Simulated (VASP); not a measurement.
Crystal: IrO2.

```xyz
6
Lattice="4.5051 0.0000 0.0000 0.0000 4.5051 0.0000 0.0000 0.0000 3.1586" Properties=species:S:1:pos:R:3 pbc="T T T"
Ir    0.0000    0.0000    0.0000
Ir    2.2525    2.2525    1.5793
O     1.3862    1.3862    0.0000
O     0.8663    3.6388    1.5793
O     3.1189    3.1189    0.0000
O     3.6388    0.8663    1.5793
```

Base run:

| Quantity | Value |
| --- | --- |
| Program | VASP 6.6.1 |
| Functional | PBEsol |
| Potentials or basis | VASP PAW PBE potentials, release 64 (Ir, O) |
| Cutoff | 600 eV |
| k mesh | 5 × 5 × 7 |
| Occupations | methfessel-paxton, width 0.1 eV |
| Spin | no spin polarisation |

Its results: band gap on the k mesh zero (band 21 reaches 6.51 eV, above the bottom of band 22 at 5.80 eV); pressure -2.0 GPa; largest force 0.130 eV/Å.

Q: After a change of settings the same cell gave: band gap on the k mesh zero (band 21 reaches 6.55 eV, above the bottom of band 22 at 5.49 eV); pressure -5.2 GPa; largest force 0.913 eV/Å. Which change was it?
A. k mesh from 5 × 5 × 7 to 2 × 2 × 3
B. k mesh from 5 × 5 × 7 to 6 × 6 × 9
C. k mesh from 5 × 5 × 7 to 2 × 2 × 2
D. k mesh from 5 × 5 × 7 to 4 × 4 × 6

A: C.

Caveats: some runs use coarse meshes; the PAW data sets were made with another functional, which shifts forces and pressure a little; spin-orbit coupling is left out, which moves the levels of the heavy elements.
